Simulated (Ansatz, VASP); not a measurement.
## InSb in VASP and in Ansatz

Contents of INCAR:

```
PREC = Accurate
ENCUT = 520
EDIFF = 1E-6
ISMEAR = 0
SIGMA = 0.15
LREAL = False
LASPH = True
NELM = 100
ALGO = Normal
ISIF = 2
LWAVE = False
LCHARG = True
LELF = True
LVHAR = True
NBANDS = 16
```

Contents of KPOINTS:

```
regular mesh
0
Gamma
  14 14 14
```

The input POSCAR:

```
InSb
1.0
    0.0000000000      3.0735130000      3.0120427400
    3.0735130000      0.0000000000      3.0120427400
    3.0735130000      3.0735130000      0.0000000000
In Sb
1 1
Direct
    0.0000000000      0.0000000000      0.0000000000
    0.5000000000      0.5000000000      0.5000000000
```

Input for Ansatz:

```yaml
crystal:
  lattice:
    - [0.0, 3.073513, 3.01204274]
    - [3.073513, 0.0, 3.01204274]
    - [3.073513, 3.073513, 0.0]
  atoms:
    - { symbol: In, position: [0.0, 0.0, 0.0] }
    - { symbol: Sb, position: [0.5, 0.5, 0.5] }
basis:
  ecutwfc: 420
kpoints:
  mp_grid: { grid: [14, 14, 14] }
hamiltonian:
  xc: lda
scf:
  occupations: { method: gaussian, width: 0.15 }
output:
  forces: true
  stress: true
  eigenvalues: true
```

Change from the starting cell: strain -0.0200 x Voigt [0, 0, 1, 0, 0, 0], atoms carried along.

Alike in both runs: task single point; functional LDA; k mesh 14 × 14 × 14; occupations gaussian, width 0.15 eV; no spin polarisation.

|  | VASP | Ansatz |
| --- | --- | --- |
| version | VASP 6.6.1 | Ansatz 0.2.0 |
| potentials or method | VASP PAW LDA potentials, release 64 (In_d, Sb), cutoff 520 eV | scalar-relativistic, plane waves, PAW |
| valence electrons in the cell | 18 | 28 |

|  | VASP | Ansatz | Ansatz less VASP |
| --- | --- | --- | --- |
| gap on the k mesh at the Fermi level (eV) | none | none | - |
| pressure (GPa) | -3.2 | -3.2 | -0.07 |
| traceless stress, the component that is largest in VASP (GPa) | 1.04 | 1.04 | -0.003 |

LDA's correlation is that of Perdew and Zunger in VASP and of Perdew and Wang (1992) in Ansatz. A gap of «none» marks a metal or a gap that the smearing closes. VASP's potentials hold 18 valence electrons a cell and Ansatz's 28, so a difference there can come from the potentials and not from the codes.

Neither program's run includes spin-orbit coupling.
